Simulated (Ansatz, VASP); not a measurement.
# Ba in VASP and in Ansatz

INCAR

```
PREC = Accurate
ENCUT = 520
EDIFF = 1E-6
ISMEAR = 0
SIGMA = 0.1
LREAL = F
LASPH = T
NELM = 100
ALGO = Normal
ISIF = 2
LWAVE = F
LCHARG = T
GGA = PS
LELF = T
LVHAR = T
NBANDS = 11
```

KPOINTS

```
regular mesh
0
Gamma
  12 12 12
```

POSCAR

```
Ba
1.0
   -2.4820701502      2.4820701502      2.4820701502
    2.4820701502     -2.4820701502      2.4820701502
    2.4820701502      2.4820701502     -2.4820701502
Ba
1
Direct
    0.0000000000      0.0000000000      0.0000000000
```

Input for Ansatz:

```yaml
crystal:
  lattice:
    - [-2.4820701502, 2.4820701502, 2.4820701502]
    - [2.4820701502, -2.4820701502, 2.4820701502]
    - [2.4820701502, 2.4820701502, -2.4820701502]
  atoms:
    - { symbol: Ba, position: [0.0, 0.0, 0.0] }
basis:
  ecutwfc: 420
kpoints:
  mp_grid: { grid: [12, 12, 12] }
hamiltonian:
  xc: pbesol
scf:
  occupations: { method: gaussian, width: 0.1 }
output:
  forces: true
  stress: true
  eigenvalues: true
```

Alike in both runs: task single point; functional PBEsol; k mesh 12 × 12 × 12; occupations gaussian, width 0.1 eV; no spin polarisation.

```csv
,VASP,Ansatz
version,VASP 6.6.1,Ansatz 0.2.0
potentials or method,"VASP PAW PBE potentials, release 64 (Ba_sv), cutoff 520 eV","scalar-relativistic, plane waves, PAW"
valence electrons in the cell,10,10
```

```csv
,VASP,Ansatz,Ansatz less VASP
gap on the k mesh at the Fermi level (eV),none,none,-
pressure (GPa),-0.4,-0.4,-0.07
```

VASP's potentials were made for PBE, not for PBEsol. A gap of «none» marks a metal or a gap that the smearing closes. With one functional, cell and mesh, what is left measures potentials, basis and numerics.

Spin-orbit coupling is off throughout.
